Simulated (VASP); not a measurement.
Al2Cu: elastic constants with LDA

The system is Al2Cu.

```xyz
3
Lattice="-1.9635 1.9635 2.7768 1.9635 -1.9635 2.7768 1.9635 1.9635 -2.7768" Properties=species:S:1:pos:R:3 pbc="T T T"
Al    0.0000    1.9635    1.3884
Al    1.9635    0.0000    1.3884
Cu    0.0000    0.0000    2.7768
```

* Program: VASP 6.6.1
* Task: elastic constants
* Functional: LDA
* Potentials or basis: VASP PAW LDA potentials, release 64 (Al, Cu)
* Cutoff: 600 eV
* k mesh: 16 × 16 × 16
* Occupations: fermi-dirac, width 0.15 eV
* Spin: no spin polarisation
* Dipole correction: no
* Ions in elastic constants: relaxed
* Further INCAR settings: ALGO = Normal; EDIFF = 1e-08; NBANDS = 16; IBRION = 6; POTIM = 0.015; NSW = 1; ISIF = 3

The voigt bulk modulus is 137 GPa. The highest phonon frequency at Γ is 331 cm⁻¹.

Phonon frequencies in cm⁻¹ (negative: imaginary):
```tsv
q point	frequencies
(0.000, 0.000, 0.000)	0 0 0 302 302 302 331 331 331
```

Elastic tensor in Voigt notation (GPa, in the Cartesian axes of the cell as first typed):
```
235  81  95   0   0   0
 81 235  95   0   0   0
 95  95 222   0   0   0
  0   0   0  77   0   0
  0   0   0   0  77   0
  0   0   0   0   0  64
```

Clamped-ion elastic tensor (GPa):
```
267  50  95   0   0   0
 50 267  95   0   0   0
 95  95 222   0   0   0
  0   0   0 108   0   0
  0   0   0   0 108   0
  0   0   0   0   0  64
```

Wall time 73 min on 1 thread of AMD EPYC 9R45 96-Core Processor (Zen 5) (shared host), peak memory 1.3 GiB.

Caveat: the cell is under stress, which shifts elastic constants.
